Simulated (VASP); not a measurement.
Write the native input for VASP 6.6.1 that does the following.

```yaml
Task: single point
Functional: PBE
Potentials_or_basis: VASP PAW PBE potentials, release 64 (Mg)
Cutoff: 520 eV
k_mesh: 16 × 16 × 16
Occupations: fermi-dirac, width 0.05 eV
Spin: no spin polarisation
Dipole_correction: no
Further_INCAR_settings: ALGO = Normal; EDIFF = 1e-06; NBANDS = 7
```

The structure of Mg lies in POSCAR:

```
Mg
1.0
   -1.4765000000      1.4765000000      1.4322050000
    1.4765000000     -1.4765000000      1.4322050000
    1.4765000000      1.4765000000     -1.4322050000
Mg
1
Direct
    0.0000000000      0.0000000000      0.0000000000
```

This cell differs from its parent crystal: zz strain of -3 %.

These files were run (other wordings do the same):

INCAR

```
SYSTEM = Mg
ALGO     = Normal         ! electronic algorithm
EDIFF    = 1E-6           ! SCF threshold, eV
ENCUT    = 520            ! plane-wave cutoff, eV
GGA      = PE             ! functional
ISIF     = 2              ! what is computed and relaxed
ISMEAR   = -1             ! smearing method
LASPH    = .True.         ! aspherical terms in the spheres
LCHARG   = .False.        ! write CHGCAR
LREAL    = .False.        ! projectors in reciprocal space
LWAVE    = .False.        ! write WAVECAR
NBANDS   = 7              ! bands
NELM     = 60             ! most SCF steps
PREC     = Accurate       ! precision mode
SIGMA    = 0.05           ! smearing width, eV
```

KPOINTS

```
k-points
0
Gamma
  16 16 16
  0 0 0
```

Potentials or basis: VASP PAW PBE potentials, release 64 (Mg).

Run with:

```console
$ cat potpaw_PBE.64/Mg/POTCAR > POTCAR
$ mpirun -np 1 vasp_std > vasp.out
```

Results of the run:

| Property | Result |
| --- | --- |
| Pressure | 70.9 GPa |
| Band gap on the k mesh | zero (bands 1 and 2 overlap by 4.72 eV) |

Caveat: the cell differs from its parent crystal (zz strain of -3 %); the cell stands under pressure.

It took 15 s on 1 thread of Intel(R) Xeon(R) Platinum 8375C CPU @ 2.90GHz (Ice Lake), with other jobs on the host, peak memory 0.15 GiB.
